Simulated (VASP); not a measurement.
# CdTe (d3) (F-43m) in VASP: further runs

Runs on CdTe (d3). Level: PBEsol+D3(BJ). Tasks: relaxation of cell and atoms.

All numbers are computed with VASP 6.6.1; they aren't measurements. Logs are shortened: lines on timing, memory, paths and dates and some standing lists are left out, and cuts for length are marked.

### 1 The cell of the first run

It takes space group F-43m (No. 216, cubic). Conventional cell: a = 6.325 Å, b = 6.325 Å, c = 6.325 Å, α = 90.00°, β = 90.00°, γ = 90.00°. Within 3.6 Å of Cd (site symmetry -43m) lie 4 Te at 2.74 Å. Te (site symmetry -43m) has 4 Cd at 2.74 Å within 3.6 Å.

### 2 Relaxation of cell and atoms, PBEsol+D3(BJ), target pressure 3 GPa, at which the enthalpy is minimised

INCAR

```
ALGO = Normal
EDIFF = 1E-7
EDIFFG = -0.004
ENCUT = 500
GGA = PS
GGA_COMPAT = F
IBRION = 2
ISIF = 3
ISMEAR = 0
IVDW = 12
LASPH = T
LCHARG = F
LREAL = F
LWAVE = F
NELM = 120
NELMIN = 4
NSW = 70
PREC = Accurate
PSTRESS = 30.0
SIGMA = 0.02
```

KPOINTS

```
k-points
0
Gamma
  10 10 10
```

POSCAR

```
CdTe
1.0
    0.0000000000      3.1627341659      3.1627341659
    3.1627341659      0.0000000000      3.1627341659
    3.1627341659      3.1627341659      0.0000000000
Cd Te
1 1
Direct
    0.0000000000      0.0000000000      0.0000000000
    0.2500000000      0.2500000000      0.2500000000
```

Potentials or basis: VASP PAW PBE potentials, release 64 (Cd, Te).

Started as:

```sh
$ cat potpaw_PBE.64/Cd/POTCAR potpaw_PBE.64/Te/POTCAR > POTCAR
$ mpirun -np 1 vasp_std > vasp.out
```

OUTCAR:

```text
EDIFF = 1E-7
   EDIFFG = -0.004
   ENCUT = 500
   GGA = PS
   IBRION = 2
   ISIF = 3
   ISMEAR = 0
   IVDW = 12
   LASPH = T
   LREAL = F
   NELM = 120
   NELMIN = 4
   NSW = 70
   PREC = Accurate
   PSTRESS = 30.0
 IVDW          = 12

 ion  position               nearest neighbor table
   1  0.000  0.000  0.000-   2 2.74   2 2.74   2 2.74   2 2.74
   2  0.250  0.250  0.250-   1 2.74   1 2.74   1 2.74   1 2.74

  LATTYP: Found a face centered cubic cell.
 ALAT       =     6.3254683318

  Lattice vectors:

 A1 = (   0.0000000000,   3.1627341659,   3.1627341659)
 A2 = (   3.1627341659,   0.0000000000,   3.1627341659)
 A3 = (   3.1627341659,   3.1627341659,   0.0000000000)

Analysis of symmetry for initial positions (statically):
=====================================================================
 Subroutine PRICEL returns:
 Original cell was already a primitive cell.

 Routine SETGRP: Setting up the symmetry group for a
 face centered cubic supercell.

 Subroutine GETGRP returns: Found 24 space group operations
 (whereof 24 operations were pure point group operations)
 out of a pool of 48 trial point group operations.

The static configuration has the point symmetry T_d .

Analysis of symmetry for dynamics (positions and initial velocities):
=====================================================================
 Subroutine PRICEL returns:
 Original cell was already a primitive cell.

 Routine SETGRP: Setting up the symmetry group for a
 face centered cubic supercell.

 Subroutine GETGRP returns: Found 24 space group operations
 (whereof 24 operations were pure point group operations)
 out of a pool of 48 trial point group operations.

The dynamic configuration has the point symmetry T_d .

 Subroutine INISYM returns: Found 24 space group operations
 (whereof 24 operations are pure point group operations),
 and found     1 'primitive' translations

----------------------------------------------------------------------------------------

                                     Primitive cell

  volume of cell :      63.2729

  direct lattice vectors                    reciprocal lattice vectors
     0.000000000  3.162734166  3.162734166    -0.158091061  0.158091061  0.158091061
     3.162734166  0.000000000  3.162734166     0.158091061 -0.158091061  0.158091061
     3.162734166  3.162734166  0.000000000     0.158091061  0.158091061 -0.158091061

  length of vectors
     4.472781552  4.472781552  4.472781552     0.273821750  0.273821750  0.273821750

  position of ions in fractional coordinates (direct lattice)
     0.000000000  0.000000000  0.000000000
     0.250000000  0.250000000  0.250000000

  ion indices of the primitive-cell ions
   primitive index   ion index
                 1           1
                 2           2

----------------------------------------------------------------------------------------

 KPOINTS: k-points

Automatic generation of k-mesh.
 Grid dimensions read from file:
 generate k-points for:   10   10   10

 Generating k-lattice:

  Cartesian coordinates                     Fractional coordinates (reciprocal lattice)
    -0.015809106  0.015809106  0.015809106     0.100000000  0.000000000  0.000000000
     0.015809106 -0.015809106  0.015809106     0.000000000  0.100000000  0.000000000
     0.015809106  0.015809106 -0.015809106     0.000000000  0.000000000  0.100000000

  Length of vectors
     0.027382175  0.027382175  0.027382175

  Shift w.r.t. Gamma in fractional coordinates (k-lattice)
     0.000000000  0.000000000  0.000000000

 Subroutine IBZKPT returns following result:
 ===========================================

 Found     47 irreducible k-points:

 Following reciprocal coordinates:
            Coordinates               Weight
  0.000000  0.000000  0.000000      1.000000
  0.100000  0.000000  0.000000      8.000000
  0.200000  0.000000  0.000000      8.000000
  0.300000  0.000000  0.000000      8.000000
  0.400000  0.000000  0.000000      8.000000
  0.500000  0.000000  0.000000      4.000000
[... 16 lines left out ...]
  0.300000  0.300000  0.000000      6.000000
  0.400000  0.300000  0.000000     24.000000
 [... further k-points ...]
   k-points           NKPTS =     47   k-points in BZ     NKDIM =     47   number of bands    NBANDS=     13
   number of dos      NEDOS =    301   number of ions     NIONS =      2
   total plane-waves  NPLWV =  46656
   dimension x,y,z NGX =    36 NGY =   36 NGZ =   36
   dimension x,y,z NGXF=    72 NGYF=   72 NGZF=   72
   ions per type =               1   1
   NGX,Y,Z   is equivalent  to a cutoff of  13.38, 13.38, 13.38 a.u.
   NGXF,Y,Z  is equivalent  to a cutoff of  26.76, 26.76, 26.76 a.u.
 SYSTEM =  unknown system
   PREC   = accura    normal or accurate (medium, high low for compatibility)
   ISTART =      0    job   : 0-new  1-cont  2-samecut
   ICHARG =      2    charge: 1-file 2-atom 10-const
   ISPIN  =      1    spin polarized calculation?
   LNONCOLLINEAR =      F non collinear calculations
   LSORBIT =      F    spin-orbit coupling
   LASPH  =      T    aspherical Exc in radial PAW
   ENCUT  =  500.0 eV  36.75 Ry    6.06 a.u.   8.15  8.15  8.15*2*pi/ulx,y,z
   NELM   =    120;   NELMIN=  4; NELMDL= -5     # of ELM steps
   EDIFF  = 0.1E-06   stopping-criterion for ELM
   LREAL  =      F    real-space projection
   EDIFFG = -.4E-02   stopping-criterion for IOM
   NSW    =     70    number of steps for IOM
   IBRION =      2    ionic relax: 0-MD 1-quasi-New 2-CG
   NFREE  =      1    steps in history (QN), initial steepest desc. (CG)
   ISIF   =      3    stress and relaxation
   ISYM   =      2    0-nonsym 1-usesym 2-fastsym
   POTIM  = 0.5000    time-step for ionic-motion
   TEBEG  =    0.0;   TEEND  =   0.0 temperature during run
   PSTRESS=   30.0 pullay stress
   NELECT =      18.0000    total number of electrons
   NUPDOWN=      -1.0000    fix difference up-down
   EMIN   =  10.00;   EMAX   =-10.00  energy-range for DOS
   EFERMI =   0.00;   METHOD = LEGACY
   ISMEAR =     0;   SIGMA  =   0.02  broadening in eV -4-tet -1-fermi 0-gaus
   EFERMI_NEDOS =   21; number of points for ismear=-14 and -15
   IALGO  =     38    algorithm
   IMIX   =      4    mixing-type and parameters
     AMIX     =   0.40;   BMIX     =  1.00
     AMIX_MAG =   1.60;   BMIX_MAG =  1.00
  volume/ion in A,a.u.               =      31.64       213.49
  Fermi-wavevector in a.u.,A,eV,Ry     =   1.076696  2.034660 15.772875  1.159274
  Thomas-Fermi vector in A             =   2.212587
   LORBIT       =      0    0 simple, 1 ext, 2 COOP (PROOUT), +10 PAW based schemes
   GGA     = PS    functional components
   LHFCALC =     F    Hartree Fock is set to
   AEXX    =    0.0000 exact exchange contribution
   IVDW    =    12    specifies the selected vdW correction
   LEPSILON=     F    determine dielectric tensor
   LRPA    =     F    only Hartree local field effects (RPA)
 conjugate gradient relaxation of ions
 non-spin polarized calculation
 Gauss-broadening in eV      SIGMA  =   0.02
  energy-cutoff  :      500.00
  volume of cell :       63.27
 maximum number of plane-waves:      1639
 NGX is ok and might be reduce to    36
   NGX = 17   NGY = 17   NGZ = 17

--------------------------------------- Ionic step        1  -------------------------------------------

 number of electron      18.0000004 magnetization

 Free energy of the ion-electron system (eV)
  ---------------------------------------------------
  ext. energy  EPLUGINS =         0.00000000
  ---------------------------------------------------
  free energy    TOTEN  =        -5.42864893 eV

  energy without entropy =       -5.42864893  energy(sigma->0) =       -5.42864893

------------------------ aborting loop because EDIFF is reached ----------------------------------------

 Edisp (eV)   -0.72149

 E8    (eV) :    -0.4892

  FORCE on cell =-STRESS in cart. coord.  units (eV):
  Direction    XX          YY          ZZ          XY          YZ          ZX
  --------------------------------------------------------------------------------------
  -------------------------------------------------------------------------------------
  Total       0.87373     0.87373     0.87373     0.00000     0.00000     0.00000
  in kB      22.12424    22.12424    22.12424     0.00000     0.00000     0.00000
  external pressure =       -7.88 kB  Pullay stress =       30.00 kB

 VOLUME and BASIS-vectors are now :
 -----------------------------------------------------------------------------
  energy-cutoff  :      500.00
  volume of cell :       63.27
      direct lattice vectors                 reciprocal lattice vectors
     0.000000000  3.162734166  3.162734166    -0.158091061  0.158091061  0.158091061
     3.162734166  0.000000000  3.162734166     0.158091061 -0.158091061  0.158091061
     3.162734166  3.162734166  0.000000000     0.158091061  0.158091061 -0.158091061
[... 50 lines left out ...]
  FREE ENERGIE OF THE ION-ELECTRON SYSTEM (eV)
  ---------------------------------------------------
  free  energy   TOTEN  =        -6.1248299451 eV

  energy  without entropy=       -6.1248299451  energy(sigma->0) =       -6.12482995

  enthalpy is  TOTEN    =        -4.9665404604 eV   P V=        1.1582894846

--------------------------------------- Ionic step        3  -------------------------------------------

 number of electron      18.0000004 magnetization

 Free energy of the ion-electron system (eV)
  ---------------------------------------------------
  ext. energy  EPLUGINS =         0.00000000
  ---------------------------------------------------
  free energy    TOTEN  =        -5.40503729 eV

  energy without entropy =       -5.40503729  energy(sigma->0) =       -5.40503729

 E-fermi :   3.1744     XC(G=0):  -9.1707

 val. band max:        3.0424473816   @ k =   0.0000   0.0000   0.0000
 cond. band min:       3.9663574493   @ k =   0.0000   0.0000   0.0000
 fundamental gap:      0.9239100677
 Fermi energy:         3.1744275275

 k-point     1 :       0.0000    0.0000    0.0000
  band No.  band energies     occupation
      1      -8.7096      2.00000
      2      -5.5594      2.00000
      3      -5.5594      2.00000
      4      -5.5594      2.00000
      5      -5.2238      2.00000
      6      -5.2238      2.00000
      7       3.0424      2.00000
      8       3.0424      2.00000
      9       3.0424      2.00000
     10       3.9664      0.00000
     11       7.5125      0.00000
     12       7.5125      0.00000
     13       7.5125      0.00000

 k-point     2 :       0.1000    0.0000    0.0000
  band No.  band energies     occupation
      1      -8.6628      2.00000
      2      -5.5500      2.00000
      3      -5.5500      2.00000
      4      -5.5295      2.00000
      5      -5.2248      2.00000
      6      -5.2248      2.00000
      7       2.0589      2.00000
      8       2.9310      2.00000
      9       2.9310      2.00000
     10       4.6731      0.00000
     11       7.4918      0.00000
[... 339 lines left out ...]
 k-point    24 :       0.4000    0.3000    0.0000
  band No.  band energies     occupation
      1      -8.1865      2.00000
      2      -5.4148      2.00000
      3      -5.3988      2.00000
      4      -5.3389      2.00000
      5      -5.1949      2.00000
      6      -4.9441      2.00000
      7      -0.9890      2.00000
      8       1.0262      2.00000
      9       1.2362      2.00000
     10       5.7029      0.00000
     11       6.2986      0.00000
     12       9.8913      0.00000
     13      10.6520      0.00000

 [... further k-points ...]

------------------------ aborting loop because EDIFF is reached ----------------------------------------

 Edisp (eV)   -0.73127

 E8    (eV) :    -0.4958

  FORCE on cell =-STRESS in cart. coord.  units (eV):
  Direction    XX          YY          ZZ          XY          YZ          ZX
  --------------------------------------------------------------------------------------
  -------------------------------------------------------------------------------------
  Total       1.16913     1.16913     1.16913     0.00000    -0.00000     0.00000
  in kB      30.00834    30.00834    30.00834     0.00000    -0.00000     0.00000
  external pressure =        0.01 kB  Pullay stress =       30.00 kB

 VOLUME and BASIS-vectors are now :
 -----------------------------------------------------------------------------
  energy-cutoff  :      500.00
  volume of cell :       62.42
      direct lattice vectors                 reciprocal lattice vectors
     0.000000000  3.148477906  3.148477906    -0.158806895  0.158806895  0.158806895
     3.148477906  0.000000000  3.148477906     0.158806895 -0.158806895  0.158806895
     3.148477906  3.148477906  0.000000000     0.158806895  0.158806895 -0.158806895

 POSITION                                       TOTAL-FORCE (eV/Angst)
 -----------------------------------------------------------------------------------
      0.00000      0.00000      0.00000         0.000000      0.000000      0.000000
      1.57424      1.57424      1.57424        -0.000000     -0.000000     -0.000000
 -----------------------------------------------------------------------------------
    total drift:                                0.000000      0.000000      0.000000

  FREE ENERGIE OF THE ION-ELECTRON SYSTEM (eV)
  ---------------------------------------------------
  free  energy   TOTEN  =        -6.1363094382 eV

  energy  without entropy=       -6.1363094382  energy(sigma->0) =       -6.13630944

  enthalpy is  TOTEN    =        -4.9675029384 eV   P V=        1.1688064998

 reached required accuracy - stopping structural energy minimisation
```

It took 2 min on 1 thread of Intel Xeon 8259CL, shared host; peak memory 0.24 GiB.

What came out:

```
Free energy                                            : -6.1363 eV
Relaxed volume                                         : 31.21 Å³/atom
Relaxed cell                                           : a = 4.453 Å, b = 4.453 Å, c = 4.453 Å, α = 60.00°, β = 60.00°, γ = 60.00°
Space group after relaxing (to 0.05 Å)                 : F-43m (No. 216)
Energy change on relaxing (the enthalpy is what falls) : +6.9 meV/atom
Ionic steps                                            : 3
Pressure after relaxing                                : 3.0 GPa
Band gap on the k mesh                                 : 0.92 eV, direct
Dispersion energy per atom                             : -0.366 eV
```

Step by step:
```tsv
step	energy change (eV)	largest force (eV/Å)	pressure (GPa)	volume (Å³)
1	0.0000	0.0000	2.21	63.27
2	0.0253	0.0000	3.56	61.86
3	0.0138	0.0000	3.00	62.42
```

Final structure:
```xyz
2
Lattice="0.0000 3.1485 3.1485 3.1485 0.0000 3.1485 3.1485 3.1485 0.0000" Properties=species:S:1:pos:R:3 pbc="T T T"
Cd    0.0000    0.0000    0.0000
Te    1.5742    1.5742    1.5742
```

Caveat: the cell is relaxed towards a set pressure, so the enthalpy falls and the energy may rise; the PAW data sets were made with another functional, which shifts forces and pressure a little; spin-orbit coupling is left out, which moves the levels of the heavy elements. Expect the measured gap to be larger: semilocal functionals such as PBEsol lack the derivative discontinuity.

(Continued in part 2 of 2.)
